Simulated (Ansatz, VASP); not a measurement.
# LiCl in VASP and in Ansatz

```xyz
4
Lattice="3.6014 0.0000 0.0000 -1.8007 3.1189 0.0000 0.0000 0.0000 6.0727" Properties=species:S:1:pos:R:3 pbc="T T T"
Li    0.0000    0.0000    0.0000
Li    0.0000    0.0000    3.0364
Cl    0.0000    2.0792    1.5182
Cl    1.8007    1.0396    4.5546
```

Alike in both runs: functional PBE; k mesh 9 × 9 × 6; occupations gaussian, width 0.02 eV; no spin polarisation.

Ansatz relaxed the structure, and its values are those at the end. VASP's run is a single point on that final structure, the one shown.

|  | VASP | Ansatz |
| --- | --- | --- |
| version | VASP 6.6.1 | Ansatz 0.2.0 |
| potentials or method | VASP PAW PBE potentials, release 64 (Li_sv, Cl), cutoff 520 eV | scalar-relativistic, plane waves, PAW |
| valence electrons in the cell | 20 | 20 |

|  | VASP | Ansatz | Ansatz less VASP |
| --- | --- | --- | --- |
| gap on the k mesh at the Fermi level (eV) | 6.23 | 6.22 | -0.013 |
| least direct gap on the mesh (eV) | 6.23 | 6.22 | -0.013 |

With one functional, cell and mesh, what is left measures potentials, basis and numerics.

Noted on VASP's run: the cutoff is short for stress, so the pressure is rough.
